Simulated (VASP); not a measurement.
# MgO (vib) (Fm-3m) in VASP: a series of runs

Runs on MgO (vib). Level: LDA. Tasks: relaxation of cell and atoms, single point.

All numbers are computed with VASP 6.6.1; they aren't measurements. Logs are shortened: lines on timing, memory, paths and dates and some standing lists are left out, and cuts for length are marked.

**Experimental background.**

“Electronic structure of alkaline earth and post-transition metal oxides”, 2009, arxiv:0908.1581 quotes, for a bulk crystal of MgO: band gap 7.83 eV.

The runs below are set against these values where they give the same quantity.

## Step 1: The cell of the first run

It takes space group Fm-3m (No. 225, cubic). Conventional cell: a = 4.249 Å, b = 4.249 Å, c = 4.249 Å, α = 90.00°, β = 90.00°, γ = 90.00°. Mg (site symmetry m-3m) has 6 O at 2.12 Å within 2.8 Å. O (site symmetry m-3m) has 6 Mg at 2.12 Å within 2.8 Å.

## Step 2: Relaxation of cell and atoms, LDA

The input, INCAR:

```
  PREC = Accurate
  ENCUT = 600
  EDIFF = 1E-7
  ISMEAR = 0
  SIGMA = 0.1
  LREAL = F
  LASPH = T
  NELM = 100
  ALGO = Normal
  ISIF = 3
  LWAVE = F
  LCHARG = F
  IBRION = 2
  NSW = 100
  EDIFFG = -0.05
```

The input, KPOINTS:

```
regular mesh
0
Gamma
  8 8 8
```

The input, POSCAR:

```
MgO
1.0
    0.0000000000      2.1245000000      2.1245000000
    2.1245000000      0.0000000000      2.1245000000
    2.1245000000      2.1245000000      0.0000000000
Mg O
1 1
Direct
    0.0000000000      0.0000000000      0.0000000000
    0.5000000000      0.5000000000      0.5000000000
```

Potentials or basis: VASP PAW LDA potentials, release 64 (Mg, O).

On the command line:

```console
> cat potpaw_LDA.64/Mg/POTCAR potpaw_LDA.64/O/POTCAR > POTCAR
> mpirun -np 1 vasp_std > vasp.out
```

OUTCAR:

```text
PREC = Accurate
   ENCUT = 600
   EDIFF = 1E-7
   ISMEAR = 0
   LREAL = F
   LASPH = T
   NELM = 100
   ISIF = 3
   IBRION = 2
   NSW = 100
   EDIFFG = -0.05

 ion  position               nearest neighbor table
   1  0.000  0.000  0.000-   2 2.12   2 2.12   2 2.12   2 2.12   2 2.12   2 2.12
   2  0.500  0.500  0.500-   1 2.12   1 2.12   1 2.12   1 2.12   1 2.12   1 2.12

  LATTYP: Found a face centered cubic cell.
 ALAT       =     4.2490000000

  Lattice vectors:

 A1 = (   0.0000000000,   2.1245000000,   2.1245000000)
 A2 = (   2.1245000000,   0.0000000000,   2.1245000000)
 A3 = (   2.1245000000,   2.1245000000,   0.0000000000)

Analysis of symmetry for initial positions (statically):
=====================================================================
 Subroutine PRICEL returns:
 Original cell was already a primitive cell.

 Routine SETGRP: Setting up the symmetry group for a
 face centered cubic supercell.

 Subroutine GETGRP returns: Found 48 space group operations
 (whereof 48 operations were pure point group operations)
 out of a pool of 48 trial point group operations.

The static configuration has the point symmetry O_h .

Analysis of symmetry for dynamics (positions and initial velocities):
=====================================================================
 Subroutine PRICEL returns:
 Original cell was already a primitive cell.

 Routine SETGRP: Setting up the symmetry group for a
 face centered cubic supercell.

 Subroutine GETGRP returns: Found 48 space group operations
 (whereof 48 operations were pure point group operations)
 out of a pool of 48 trial point group operations.

The dynamic configuration has the point symmetry O_h .

 Subroutine INISYM returns: Found 48 space group operations
 (whereof 48 operations are pure point group operations),
 and found     1 'primitive' translations

----------------------------------------------------------------------------------------

                                     Primitive cell

  volume of cell :      19.1779

  direct lattice vectors                    reciprocal lattice vectors
     0.000000000  2.124500000  2.124500000    -0.235349494  0.235349494  0.235349494
     2.124500000  0.000000000  2.124500000     0.235349494 -0.235349494  0.235349494
     2.124500000  2.124500000  0.000000000     0.235349494  0.235349494 -0.235349494

  length of vectors
     3.004496713  3.004496713  3.004496713     0.407637281  0.407637281  0.407637281

  position of ions in fractional coordinates (direct lattice)
     0.000000000  0.000000000  0.000000000
     0.500000000  0.500000000  0.500000000

  ion indices of the primitive-cell ions
   primitive index   ion index
                 1           1
                 2           2

----------------------------------------------------------------------------------------

 KPOINTS: regular mesh

Automatic generation of k-mesh.
 Grid dimensions read from file:
 generate k-points for:    8    8    8

 Generating k-lattice:

  Cartesian coordinates                     Fractional coordinates (reciprocal lattice)
    -0.029418687  0.029418687  0.029418687     0.125000000  0.000000000  0.000000000
     0.029418687 -0.029418687  0.029418687     0.000000000  0.125000000  0.000000000
     0.029418687  0.029418687 -0.029418687     0.000000000  0.000000000  0.125000000

  Length of vectors
     0.050954660  0.050954660  0.050954660

  Shift w.r.t. Gamma in fractional coordinates (k-lattice)
     0.000000000  0.000000000  0.000000000

 Subroutine IBZKPT returns following result:
 ===========================================

 Found     29 irreducible k-points:

 Following reciprocal coordinates:
            Coordinates               Weight
  0.000000  0.000000  0.000000      1.000000
  0.125000  0.000000  0.000000      8.000000
  0.250000  0.000000  0.000000      8.000000
  0.375000  0.000000  0.000000      8.000000
  0.500000  0.000000  0.000000      4.000000
  0.125000  0.125000  0.000000      6.000000
[... 16 lines left out ...]
  0.500000  0.250000  0.125000     48.000000
 -0.375000  0.250000  0.125000     24.000000
 [... further k-points ...]
   k-points           NKPTS =     29   k-points in BZ     NKDIM =     29   number of bands    NBANDS=      8
   number of dos      NEDOS =    301   number of ions     NIONS =      2
   total plane-waves  NPLWV =  13824
   dimension x,y,z NGX =    24 NGY =   24 NGZ =   24
   dimension x,y,z NGXF=    48 NGYF=   48 NGZF=   48
   ions per type =               1   1
   NGX,Y,Z   is equivalent  to a cutoff of  13.28, 13.28, 13.28 a.u.
   NGXF,Y,Z  is equivalent  to a cutoff of  26.56, 26.56, 26.56 a.u.
 SYSTEM =  unknown system
   PREC   = accura    normal or accurate (medium, high low for compatibility)
   ISTART =      0    job   : 0-new  1-cont  2-samecut
   ICHARG =      2    charge: 1-file 2-atom 10-const
   ISPIN  =      1    spin polarized calculation?
   LNONCOLLINEAR =      F non collinear calculations
[... 54 lines left out ...]

------------------------ aborting loop because EDIFF is reached ----------------------------------------

  FORCE on cell =-STRESS in cart. coord.  units (eV):
  Direction    XX          YY          ZZ          XY          YZ          ZX
  --------------------------------------------------------------------------------------
  -------------------------------------------------------------------------------------
  Total       -1.3871061     -1.3871061     -1.3871061      0.0000000     -0.0000000      0.0000000
  in kB     -115.8830898   -115.8830898   -115.8830898      0.0000000     -0.0000000      0.0000000
  external PRESSURE =    -115.8830898 kB  Pullay stress =       0.0000000 kB

 VOLUME and BASIS-vectors are now :
 -----------------------------------------------------------------------------
  energy-cutoff  :      600.00
  volume of cell :       19.18
      direct lattice vectors                 reciprocal lattice vectors
     0.000000000  2.124500000  2.124500000    -0.235349494  0.235349494  0.235349494
     2.124500000  0.000000000  2.124500000     0.235349494 -0.235349494  0.235349494
     2.124500000  2.124500000  0.000000000     0.235349494  0.235349494 -0.235349494
[... 37 lines left out ...]
 POSITION                                       TOTAL-FORCE (eV/Angst)
 -----------------------------------------------------------------------------------
      4.10683      4.10683      4.10683        -0.000000     -0.000000     -0.000000
      2.05342      2.05342      2.05342         0.000000      0.000000      0.000000
 -----------------------------------------------------------------------------------
    total drift:                                0.000000     -0.000000      0.000000

  FREE ENERGIE OF THE ION-ELECTRON SYSTEM (eV)
  ---------------------------------------------------
  free  energy   TOTEN  =       -13.4454088049 eV

  energy  without entropy=      -13.4454088049  energy(sigma->0) =      -13.44540880

--------------------------------------- Ionic step        3  -------------------------------------------

 number of electron       7.9999999 magnetization

 Free energy of the ion-electron system (eV)
  ---------------------------------------------------
  ext. energy  EPLUGINS =         0.00000000
  ---------------------------------------------------
  free energy    TOTEN  =       -13.45254580 eV

  energy without entropy =      -13.45254580  energy(sigma->0) =      -13.45254580

 E-fermi :   3.7913     XC(G=0): -11.8324

 val. band max:        3.2629135269   @ k =   0.0000   0.0000   0.0000
 cond. band min:       8.4193869278   @ k =   0.0000   0.0000   0.0000
 fundamental gap:      5.1564734008
 Fermi energy:         3.7912784081

 k-point     1 :       0.0000    0.0000    0.0000
  band No.  band energies     occupation
      1     -14.0044      2.00000
      2       3.2629      2.00000
      3       3.2629      2.00000
      4       3.2629      2.00000
      5       8.4194      0.00000
      6      19.0600      0.00000
      7      19.0600      0.00000
      8      19.0600      0.00000

 k-point     2 :       0.1250    0.0000    0.0000
  band No.  band energies     occupation
      1     -13.8196      2.00000
      2       2.2795      2.00000
      3       3.1483      2.00000
      4       3.1483      2.00000
      5       9.3171      0.00000
      6      17.3945      0.00000
      7      19.4480      0.00000
      8      19.4480      0.00000
[... 221 lines left out ...]
 k-point    23 :       0.5000    0.2500    0.1250
  band No.  band energies     occupation
      1     -12.5465      2.00000
      2      -0.6767      2.00000
      3       1.3972      2.00000
      4       2.3154      2.00000
      5      13.0176      0.00000
      6      15.0615      0.00000
      7      17.4395      0.00000
      8      20.6988      0.00000

 k-point    24 :      -0.3750    0.2500    0.1250
  band No.  band energies     occupation
      1     -12.3485      2.00000
      2      -1.0101      2.00000
      3       1.1765      2.00000
      4       2.1875      2.00000
      5      13.1141      0.00000
      6      15.7246      0.00000
      7      17.0002      0.00000
      8      20.4588      0.00000

 [... further k-points ...]
[... 5 lines left out ...]
  --------------------------------------------------------------------------------------
  -------------------------------------------------------------------------------------
  Total        0.0024854      0.0024854      0.0024854      0.0000000      0.0000000      0.0000000
  in kB        0.2239596      0.2239596      0.2239596      0.0000000      0.0000000      0.0000000
  external PRESSURE =       0.2239596 kB  Pullay stress =       0.0000000 kB

 VOLUME and BASIS-vectors are now :
 -----------------------------------------------------------------------------
  energy-cutoff  :      600.00
  volume of cell :       17.78
      direct lattice vectors                 reciprocal lattice vectors
    -0.000000000  2.071585081  2.071585081    -0.241361074  0.241361074  0.241361074
     2.071585081 -0.000000000  2.071585081     0.241361074 -0.241361074  0.241361074
     2.071585081  2.071585081  0.000000000     0.241361074  0.241361074 -0.241361074

 POSITION                                       TOTAL-FORCE (eV/Angst)
 -----------------------------------------------------------------------------------
      0.00000      0.00000      0.00000        -0.000000     -0.000000      0.000000
      2.07159      2.07159      2.07159         0.000000      0.000000     -0.000000
 -----------------------------------------------------------------------------------
    total drift:                               -0.000000     -0.000000      0.000000

  FREE ENERGIE OF THE ION-ELECTRON SYSTEM (eV)
  ---------------------------------------------------
  free  energy   TOTEN  =       -13.4525458017 eV

  energy  without entropy=      -13.4525458017  energy(sigma->0) =      -13.45254580

 reached required accuracy - stopping structural energy minimisation
```

It took 5.3 s on 1 thread of Intel Xeon Platinum 8488C (Sapphire Rapids), shared host; peak memory 0.14 GiB.

Results:

```yaml
Free_energy: -13.4525 eV
Relaxed_volume: 8.89 Å³/atom
Relaxed_cell: a = 2.930 Å, b = 2.930 Å, c = 2.930 Å, α = 60.00°, β = 60.00°, γ = 60.00°
Space_group_after_relaxing_to_0.05_Å: Fm-3m (No. 225)
Energy_gained_by_relaxing: 26.9 meV/atom
Ionic_steps: 3
Pressure_after_relaxing: 0.0 GPa
Band_gap_on_the_k_mesh: 5.16 eV, direct
```

The path:
```csv
step,energy change (eV),largest force (eV/Å),pressure (GPa),volume (Å³)
1,0.0000,0.0000,-11.59,19.18
2,-0.0467,0.0000,5.03,17.32
3,-0.0539,0.0000,0.02,17.78
```

Final structure:
```
CELL_PARAMETERS angstrom
0.00000 2.07159 2.07159
2.07159 0.00000 2.07159
2.07159 2.07159 0.00000
ATOMIC_POSITIONS crystal
Mg 0.00000 0.00000 0.00000
O 0.50000 0.50000 0.50000
```

LDA usually gives volumes a few per cent too small. Zero-point motion and thermal expansion aren't in these numbers.

## Step 3: Single point, LDA

This run uses another cell than the first one, of 9.02 Å³/atom, 0.941 times its volume.

The input, INCAR:

```
PREC = Accurate
ENCUT = 520
EDIFF = 1E-6
ISMEAR = 0
SIGMA = 0.1
LREAL = F
LASPH = T
NELM = 80
ALGO = Normal
ISIF = 2
LWAVE = F
LCHARG = F
NBANDS = 11
```

The input, KPOINTS:

```
Automatic mesh
0
Gamma
  8 8 8
```

The input, POSCAR:

```
MgO
1.0
    0.0000000000      2.0816499862      2.0816499862
    2.0816499862      0.0000000000      2.0816499862
    2.0816499862      2.0816499862      0.0000000000
Mg O
1 1
Direct
    0.0000000000      0.0000000000      0.0000000000
    0.5000000000      0.5000000000      0.5000000000
```

Potentials or basis: VASP PAW LDA potentials, release 64 (Mg, O).

On the command line:

```console
> cat potpaw_LDA.64/Mg/POTCAR potpaw_LDA.64/O/POTCAR > POTCAR
> mpirun -np 1 vasp_std > vasp.out
```

It took 5.3 s on 1 thread of AMD EPYC 7R13 (Zen 3), shared host; peak memory 0.1 GiB.

Results (log left out):

```yaml
Free_energy: -13.4442 eV
Pressure: -2.2 GPa
Band_gap_on_the_k_mesh: 5.00 eV, direct
```

Levels at points of the mesh, in eV from the valence-band top:
```tsv
k point	band 1	band 2	band 3	band 4	band 5	band 6	band 7	band 8	band 9
(0.00, 0.00, 0.00)	-17.19	0.00	0.00	0.00	5.00	15.71	15.71	15.71	19.83
(0.50, 0.00, 0.00)	-15.74	-4.86	-0.71	-0.71	7.95	12.80	16.36	16.36	21.08
(0.50, 0.50, 0.00)	-15.46	-4.30	-1.42	-1.42	8.92	10.08	13.26	19.17	19.17
```

## Step 4: Single point, LDA

This run uses another cell than the first one, of 9.00 Å³/atom, 0.939 times its volume.

The input, INCAR:

```
ALGO = Normal
EDIFF = 1E-6
ENCUT = 520
ISIF = 2
ISMEAR = 0
LASPH = True
LCHARG = False
LREAL = False
LWAVE = False
NBANDS = 11
NELM = 60
PREC = Accurate
SIGMA = 0.02
```

The input, KPOINTS:

```
k-points
0
Gamma
  8 8 8
```

The input, POSCAR:

```
MgO
1.0
    0.0000000000      2.0803529772      2.0803529772
    2.0803529772      0.0000000000      2.0803529772
    2.0803529772      2.0803529772      0.0000000000
Mg O
1 1
Direct
    0.0000000000      0.0000000000      0.0000000000
    0.5000000000      0.5000000000      0.5000000000
```

On the command line:

```console
> cat potpaw_LDA.64/Mg/POTCAR potpaw_LDA.64/O/POTCAR > POTCAR
> mpirun -np 1 vasp_std > vasp.out
```

Wall time 5.4 s (1 thread of AMD EPYC 7R13 (Zen 3), shared host); peak memory 0.1 GiB.

The run converged. Its results:

```yaml
Free_energy: -13.4446 eV
Pressure: -1.9 GPa
Band_gap_on_the_k_mesh: 5.02 eV, direct
```

Levels at points of the mesh, in eV from the valence-band top:
```
           k point  band 2  band 3  band 4  band 5  band 6  band 7
(0.00, 0.00, 0.00)    0.00    0.00    0.00    5.02   15.72   15.72
(0.50, 0.00, 0.00)   -4.87   -0.71   -0.71    7.97   12.82   16.38
(0.50, 0.50, 0.00)   -4.31   -1.43   -1.43    8.92   10.10   13.28
```

## Step 5: Relaxation of cell and atoms, LDA

This run uses another cell than the first one, of 9.02 Å³/atom, 0.941 times its volume.

The input, INCAR:

```
SYSTEM = MgO
PREC = Accurate
ENCUT = 600
EDIFF = 1E-6
ISMEAR = 0
SIGMA = 0.02
LREAL = .FALSE.
LASPH = .TRUE.
NELM = 80
ALGO = Normal
ISIF = 3
LWAVE = .FALSE.
LCHARG = .FALSE.
IBRION = 2
NSW = 100
EDIFFG = -0.002
```

The input, KPOINTS:

```
Automatic mesh
0
G
  8 8 8
  0 0 0
```

The input, POSCAR:

```
MgO
1.0
    0.0000000000      2.0816499862      2.0816499862
    2.0816499862      0.0000000000      2.0816499862
    2.0816499862      2.0816499862      0.0000000000
Mg O
1 1
Direct
    0.0000000000      0.0000000000      0.0000000000
    0.5000000000      0.5000000000      0.5000000000
```

On the command line:

```console
> cat potpaw_LDA.64/Mg/POTCAR potpaw_LDA.64/O/POTCAR > POTCAR
> mpirun -np 1 vasp_std > vasp.out
```

Wall time 7.7 s (1 thread of AMD EPYC 7R13 (Zen 3), shared host); peak memory 0.11 GiB.

Results (log left out):

```yaml
Free_energy: -13.4496 eV
Relaxed_volume: 8.89 Å³/atom
Relaxed_cell: a = 2.930 Å, b = 2.930 Å, c = 2.930 Å, α = 60.00°, β = 60.00°, γ = 60.00°
Space_group_after_relaxing_to_0.05_Å: Fm-3m (No. 225)
Energy_gained_by_relaxing: 1.0 meV/atom
Ionic_steps: 3
Pressure_after_relaxing: 0.0 GPa
Band_gap_on_the_k_mesh: 5.15 eV, direct
```

Step by step:
```csv
step,energy change (eV),largest force (eV/Å),pressure (GPa),volume (Å³)
1,0.0000,0.0000,-2.43,18.04
2,-0.0016,0.0000,1.03,17.69
3,-0.0020,0.0000,0.01,17.79
```

Final structure:
```
Mg O
1.0
     0.00000    2.07180    2.07180
     2.07180    0.00000    2.07180
     2.07180    2.07180    0.00000
Mg O
1 1
Direct
  0.00000 0.00000 0.00000
  0.50000 0.50000 0.50000
```

Levels at points of the mesh, in eV from the valence-band top:
| k point | band 1 | band 2 | band 3 | band 4 | band 5 | band 6 | band 7 | band 8 |
| --- | --- | --- | --- | --- | --- | --- | --- | --- |
| (0.00, 0.00, 0.00) | -17.27 | 0.00 | 0.00 | 0.00 | 5.15 | 15.79 | 15.79 | 15.79 |
| (0.50, 0.00, 0.00) | -15.78 | -4.92 | -0.72 | -0.72 | 8.05 | 12.96 | 16.51 | 16.51 |
| (0.50, 0.50, 0.00) | -15.49 | -4.36 | -1.44 | -1.44 | 8.93 | 10.24 | 13.42 | 19.39 |

LDA usually gives volumes a few per cent too small. Zero-point motion and thermal expansion aren't in these numbers.

## Step 6: Overview

```tsv
task	cell	cutoff (eV)	smearing	gap on the mesh (eV)	pressure (GPa)	relaxed volume (Å³/atom)
relaxation of cell and atoms	relaxed from a = 3.004 Å, angles 60.0°, 2 atoms	600	gaussian 0.1 eV	5.16	0.0	8.89
single point	a = 2.944 Å, angles 60.0°, 2 atoms	520	gaussian 0.1 eV	5.00	-2.2	-
single point	a = 2.942 Å, angles 60.0°, 2 atoms	520	gaussian 0.02 eV	5.02	-1.9	-
relaxation of cell and atoms	relaxed from a = 2.944 Å, angles 60.0°, 2 atoms	600	gaussian 0.02 eV	5.15	0.0	8.89
```

Alike in all rows: level LDA; potentials or basis VASP PAW LDA potentials, release 64 (Mg, O); no spin polarisation; k mesh 8 × 8 × 8.

Total energies depend on the potentials used, so only differences within one code and one set of settings carry meaning.

## Step 7: How close it comes

Step 3. A measured gap of MgO is 7.83 eV (quoted in “Electronic structure of alkaline earth and post-transition metal oxides”, 2009, arxiv:0908.1581); the calculated 5.00 eV misses it by -2.83 eV. The value is that of LDA, without temperature or zero-point motion. Semilocal functionals fall short of measured gaps as a rule.

Step 4. Measured gap of MgO: 7.83 eV (quoted in “Electronic structure of alkaline earth and post-transition metal oxides”, 2009, arxiv:0908.1581). This calculation gives 5.02 eV (-2.81 eV). The value is that of LDA, without temperature or zero-point motion. Semilocal functionals fall short of measured gaps as a rule.
